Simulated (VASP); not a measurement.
# SrTiO3 (I4/mcm) in VASP: a series of runs

SrTiO3 is run at these levels: PBEsol; tasks: relaxation of shape and atoms at fixed volume.

All numbers are computed with VASP 6.6.1; they aren't measurements. Logs are shortened: lines on timing, memory, paths and dates and some standing lists are left out, and cuts for length are marked.

**1. The cell of the first run**

It takes space group I4/mcm (No. 140, tetragonal). The conventional cell has a = 5.432 Å, b = 5.432 Å, c = 7.730 Å, α = 90.00°, β = 90.00°, γ = 90.00°. Sr (site symmetry -42m) has 12 O at 2.59 to 2.86 Å and 8 Ti at 3.33 Å within 3.4 Å. Ti (site symmetry 4/m) has 6 O at 1.93 Å within 2.6 Å. O (site symmetry 422) has 2 Ti at 1.93 Å within 2.6 Å. O (site symmetry m2m) has 2 Ti at 1.93 Å and 2 Sr at 2.59 Å within 2.6 Å.

**2. Relaxation of shape and atoms at fixed volume, PBEsol (11.40 Å³/atom)**

The input, INCAR:

```
ALGO     = Normal         # electronic algorithm
EDIFF    = 1E-6           # SCF threshold, eV
EDIFFG   = -0.01          # ionic threshold
ENCUT    = 600            # plane-wave cutoff, eV
GGA      = PS             # functional
IBRION   = 2              # ionic algorithm
ISIF     = 4              # what is computed and relaxed
ISMEAR   = 0              # smearing method
LASPH    = T              # aspherical terms in the spheres
LCHARG   = F              # write CHGCAR
LREAL    = F              # projectors in reciprocal space
LWAVE    = F              # write WAVECAR
NELM     = 60             # most SCF steps
NSW      = 50             # ionic steps
PREC     = Accurate       # precision mode
SIGMA    = 0.02           # smearing width, eV
```

The input, KPOINTS:

```
k-points
0
Gamma
  8 8 8
```

The input, POSCAR:

```
SrTiO3
1.0
   -2.7158302260      2.7158302260      3.8648730930
    2.7158302260     -2.7158302260      3.8648730930
    2.7158302260      2.7158302260     -3.8648730930
Sr Ti O
2 2 6
Direct
    0.7500000000      0.2500000000      0.5000000000
    0.2500000000      0.7500000000      0.5000000000
    0.0000000000      0.0000000000      0.0000000000
    0.5000000000      0.5000000000      0.0000000000
    0.2500000000      0.2500000000      0.0000000000
    0.7500000000      0.7500000000      0.0000000000
    0.7253545269      0.2253545269      0.9507090539
    0.2253545269      0.2746454731      0.5000000000
    0.2746454731      0.7746454731      0.0492909461
    0.7746454731      0.7253545269      0.5000000000
```

Potentials or basis: VASP PAW PBE potentials, release 64 (Sr_sv, Ti_sv, O).

The run is started by

```
$ cat potpaw_PBE.64/Sr_sv/POTCAR potpaw_PBE.64/Ti_sv/POTCAR potpaw_PBE.64/O/POTCAR > POTCAR
$ mpirun -np 1 vasp_std > vasp.out
```

OUTCAR:

```text
EDIFF = 1E-6
   EDIFFG = -0.01
   ENCUT = 600
   GGA = PS
   IBRION = 2
   ISIF = 4
   ISMEAR = 0
   LASPH = T
   LREAL = F
   NELM = 60
   NSW = 50
   PREC = Accurate

 ion  position               nearest neighbor table
   1  0.750  0.250  0.500-   9 2.59   8 2.59  10 2.59   7 2.59   5 2.72   6 2.72   6 2.72   5 2.72
                             7 2.86   9 2.86   8 2.86  10 2.86   4 3.33   3 3.33   4 3.33   3 3.33
   2  0.250  0.750  0.500-   7 2.59   8 2.59  10 2.59   9 2.59   5 2.72   6 2.72   5 2.72   6 2.72
                             9 2.86   7 2.86  10 2.86   8 2.86   4 3.33   3 3.33   4 3.33   3 3.33
   3  0.000  0.000  0.000-   7 1.93   9 1.93   8 1.93  10 1.93   5 1.93   6 1.93   1 3.33   1 3.33
                             2 3.33   2 3.33   1 3.33   2 3.33   1 3.33   2 3.33
   4  0.500  0.500  0.000-   7 1.93   9 1.93  10 1.93   8 1.93   5 1.93   6 1.93   1 3.33   1 3.33
                             2 3.33   2 3.33   2 3.33   1 3.33   2 3.33   1 3.33
   5  0.250  0.250  0.000-   3 1.93   4 1.93   1 2.72   2 2.72   2 2.72   1 2.72
   6  0.750  0.750  0.000-   3 1.93   4 1.93   1 2.72   2 2.72   1 2.72   2 2.72
   7  0.725  0.225  0.951-   3 1.93   4 1.93   2 2.59   1 2.59   1 2.86   2 2.86
   8  0.225  0.275  0.500-   4 1.93   3 1.93   1 2.59   2 2.59   1 2.86   2 2.86
   9  0.275  0.775  0.049-   3 1.93   4 1.93   1 2.59   2 2.59   2 2.86   1 2.86
  10  0.775  0.725  0.500-   3 1.93   4 1.93   1 2.59   2 2.59   1 2.86   2 2.86

  LATTYP: Found a body centered tetragonal cell.
 ALAT       =     5.4316604520
 C/A-ratio  =     1.4230908309

  Lattice vectors:

 A1 = (  -2.7158302260,   2.7158302260,   3.8648730930)
 A2 = (   2.7158302260,  -2.7158302260,   3.8648730930)
 A3 = (   2.7158302260,   2.7158302260,  -3.8648730930)

Analysis of symmetry for initial positions (statically):
=====================================================================
 Subroutine PRICEL returns:
 Original cell was already a primitive cell.

 Routine SETGRP: Setting up the symmetry group for a
 body centered tetragonal supercell.

 Subroutine GETGRP returns: Found 16 space group operations
 (whereof  8 operations were pure point group operations)
 out of a pool of 16 trial point group operations.

The static configuration has the point symmetry C_4h.
 The point group associated with its full space group is D_4h.

Analysis of symmetry for dynamics (positions and initial velocities):
=====================================================================
 Subroutine PRICEL returns:
 Original cell was already a primitive cell.

 Routine SETGRP: Setting up the symmetry group for a
 body centered tetragonal supercell.

 Subroutine GETGRP returns: Found 16 space group operations
 (whereof  8 operations were pure point group operations)
 out of a pool of 16 trial point group operations.

[... 127 lines left out ...]
   PSTRESS=    0.0 pullay stress
   NELECT =      80.0000    total number of electrons
   NUPDOWN=      -1.0000    fix difference up-down
   EMIN   =  10.00;   EMAX   =-10.00  energy-range for DOS
   EFERMI =   0.00;   METHOD = LEGACY
   ISMEAR =     0;   SIGMA  =   0.02  broadening in eV -4-tet -1-fermi 0-gaus
   EFERMI_NEDOS =   21; number of points for ismear=-14 and -15
   IALGO  =     38    algorithm
   IMIX   =      4    mixing-type and parameters
     AMIX     =   0.40;   BMIX     =  1.00
     AMIX_MAG =   1.60;   BMIX_MAG =  1.00
  volume/ion in A,a.u.               =      11.40        76.95
  Fermi-wavevector in a.u.,A,eV,Ry     =   1.454693  2.748971 28.791719  2.116132
  Thomas-Fermi vector in A             =   2.571814
   LORBIT       =      0    0 simple, 1 ext, 2 COOP (PROOUT), +10 PAW based schemes
   GGA     = PS    functional components
   LHFCALC =     F    Hartree Fock is set to
   AEXX    =    0.0000 exact exchange contribution
   IVDW    =     0    specifies the selected vdW correction
   LEPSILON=     F    determine dielectric tensor
   LRPA    =     F    only Hartree local field effects (RPA)
 conjugate gradient relaxation of ions
 non-spin polarized calculation
 Gauss-broadening in eV      SIGMA  =   0.02
  energy-cutoff  :      600.00
  volume of cell :      114.03
 maximum number of plane-waves:      3832
 NGX is ok and might be reduce to    48
   NGX = 21   NGY = 21   NGZ = 21

--------------------------------------- Ionic step        1  -------------------------------------------

 number of electron      80.0000001 magnetization

 Free energy of the ion-electron system (eV)
  ---------------------------------------------------
  ext. energy  EPLUGINS =         0.00000000
  ---------------------------------------------------
  free energy    TOTEN  =       -83.96829297 eV

  energy without entropy =      -83.96829297  energy(sigma->0) =      -83.96829297

------------------------ aborting loop because EDIFF is reached ----------------------------------------

  FORCE on cell =-STRESS in cart. coord.  units (eV):
  Direction    XX          YY          ZZ          XY          YZ          ZX
  --------------------------------------------------------------------------------------
  -------------------------------------------------------------------------------------
  Total        4.6406487      4.6406487      4.7454757      0.0000000      0.0000000      0.0000000
  in kB       65.2061885     65.2061885     66.6791213      0.0000000      0.0000000      0.0000000
  external PRESSURE =      65.6971661 kB  Pullay stress =       0.0000000 kB
[... 251 lines left out ...]
--------------------------------------- Ionic step        7  -------------------------------------------

 number of electron      80.0000002 magnetization

 Free energy of the ion-electron system (eV)
  ---------------------------------------------------
  ext. energy  EPLUGINS =         0.00000000
  ---------------------------------------------------
  free energy    TOTEN  =       -83.96906355 eV

  energy without entropy =      -83.96906355  energy(sigma->0) =      -83.96906355

 E-fermi :   4.4274     XC(G=0): -11.7740

 val. band max:        4.2402986268   @ k =  -0.1250   0.1250   0.0000
 cond. band min:       6.2570582679   @ k =   0.0000   0.0000   0.0000
 fundamental gap:      2.0167596411
 Fermi energy:         4.4273652042

 k-point     1 :       0.0000    0.0000    0.0000
  band No.  band energies     occupation
      1     -51.7181      2.00000
      2     -51.7121      2.00000
      3     -28.1836      2.00000
      4     -28.1836      2.00000
      5     -28.1828      2.00000
      6     -28.1063      2.00000
[... 1213 lines left out ...]
     47      10.2466      0.00000
     48      10.2466      0.00000

 [... further k-points ...]
[... 5 lines left out ...]
  --------------------------------------------------------------------------------------
  -------------------------------------------------------------------------------------
  Total        4.6874538      4.6874538      4.7205491      0.0000000     -0.0000000      0.0000000
  in kB       65.8638508     65.8638508     66.3288762      0.0000000     -0.0000000      0.0000000
  external PRESSURE =      66.0188593 kB  Pullay stress =       0.0000000 kB
[... 25 lines left out ...]
  FREE ENERGIE OF THE ION-ELECTRON SYSTEM (eV)
  ---------------------------------------------------
  free  energy   TOTEN  =       -83.9690635478 eV

  energy  without entropy=      -83.9690635478  energy(sigma->0) =      -83.96906355

 reached required accuracy - stopping structural energy minimisation
```

OSZICAR:

```text
N       E                     dE             d eps       ncg     rms          rms(c)
DAV:   1     0.108202809859E+04    0.10820E+04   -0.44266E+04  5664   0.204E+03
DAV:   2     0.695325011584E+02   -0.10125E+04   -0.96397E+03  6120   0.568E+02
[... 51 lines left out ...]
DAV:   1    -0.839662169130E+02    0.26198E-02   -0.15897E+00  5664   0.554E+00    0.198E-01
DAV:   2    -0.839691713990E+02   -0.29545E-02   -0.30972E-02  6288   0.795E-01    0.150E-01
DAV:   3    -0.839691380645E+02    0.33334E-04   -0.10726E-03  7888   0.119E-01    0.937E-02
DAV:   4    -0.839690586952E+02    0.79369E-04   -0.28378E-04  7576   0.103E-01    0.175E-02
DAV:   5    -0.839690639992E+02   -0.53040E-05   -0.77232E-05  6048   0.490E-02    0.120E-02
DAV:   6    -0.839690635478E+02    0.45136E-06   -0.56246E-06  6432   0.126E-02
   7 F= -.83969064E+02 E0= -.83969064E+02  d E =-.633638E-03
```

CONTCAR:

```text
SrTiO3
   1.00000000000000
    -2.7142743904854369    2.7142743904854369    3.8693050916289868
     2.7142743904854369   -2.7142743904854369    3.8693050916289868
     2.7142743904854369    2.7142743904854369   -3.8693050916289868
  Sr              Ti              O
     2     2     6
Direct
     0.7500000000000000    0.2500000000000000    0.5000000000000000
     0.2500000000000000    0.7500000000000000    0.5000000000000000
     0.0000000000000000    0.0000000000000000    0.0000000000000000
     0.5000000000000000    0.5000000000000000    0.0000000000000000
     0.2500000000000000    0.2500000000000000    0.0000000000000000
     0.7500000000000000    0.7500000000000000    0.0000000000000000
     0.7230246661676865    0.2230246661676865    0.9460493324353748
     0.2230246661676865    0.2769753338323135    0.5000000000000000
     0.2769753338323135    0.7769753338323135    0.0539506675646252
     0.7769753338323135    0.7230246661676865    0.5000000000000000

  0.00000000E+00  0.00000000E+00  0.00000000E+00
  0.00000000E+00  0.00000000E+00  0.00000000E+00
  0.00000000E+00  0.00000000E+00  0.00000000E+00
  0.00000000E+00  0.00000000E+00  0.00000000E+00
  0.00000000E+00  0.00000000E+00  0.00000000E+00
  0.00000000E+00  0.00000000E+00  0.00000000E+00
  0.00000000E+00  0.00000000E+00  0.00000000E+00
  0.00000000E+00  0.00000000E+00  0.00000000E+00
  0.00000000E+00  0.00000000E+00  0.00000000E+00
  0.00000000E+00  0.00000000E+00  0.00000000E+00
```

Wall time 14 min (1 thread of Intel Xeon 6975P-C (Granite Rapids), shared host); peak memory 0.57 GiB.

What came out:

* Free energy: -83.9691 eV
* Energy gained by relaxing: 0.1 meV/atom
* Ionic steps: 7
* Pressure after relaxing: 6.6 GPa
* Band gap on the k mesh: 2.02 eV (least direct gap 2.03 eV)

Forces in eV/Å, atoms in the order of the input:
```
Sr   0.000  0.000  0.000
Sr   0.000  0.000  0.000
Ti   0.000  0.000  0.000
Ti   0.000  0.000  0.000
O    0.000  0.000  0.000
O    0.000  0.000  0.000
O   -0.002 -0.002  0.000
O    0.002 -0.002  0.000
O    0.002  0.002  0.000
O   -0.002  0.002  0.000
```

The path:
| step | energy change (eV) | largest force (eV/Å) | pressure (GPa) | volume (Å³) |
| --- | --- | --- | --- | --- |
| 1 | 0.0000 | 0.0170 | 6.57 | 114.03 |
| 2 | -0.0001 | 0.0170 | 6.68 | 114.03 |
| 3 | -0.0001 | 0.0182 | 6.67 | 114.03 |
| 4 | -0.0002 | 0.0175 | 6.66 | 114.03 |
| 5 | -0.0003 | 0.0153 | 6.66 | 114.03 |
| 6 | -0.0005 | 0.0115 | 6.64 | 114.03 |
| 7 | -0.0008 | 0.0027 | 6.60 | 114.03 |

Final structure:
```
Sr Ti O
1.0
    -2.71427    2.71427    3.86931
     2.71427   -2.71427    3.86931
     2.71427    2.71427   -3.86931
Sr Ti O
2 2 6
Direct
  0.75000 0.25000 0.50000
  0.25000 0.75000 0.50000
  0.00000 0.00000 0.00000
  0.50000 0.50000 0.00000
  0.25000 0.25000 0.00000
  0.75000 0.75000 0.00000
  0.72302 0.22302 0.94605
  0.22302 0.27698 0.50000
  0.27698 0.77698 0.05395
  0.77698 0.72302 0.50000
```

Caveat: the PAW data sets were made with another functional, which shifts forces and pressure a little.

[end of part 1 of 2]
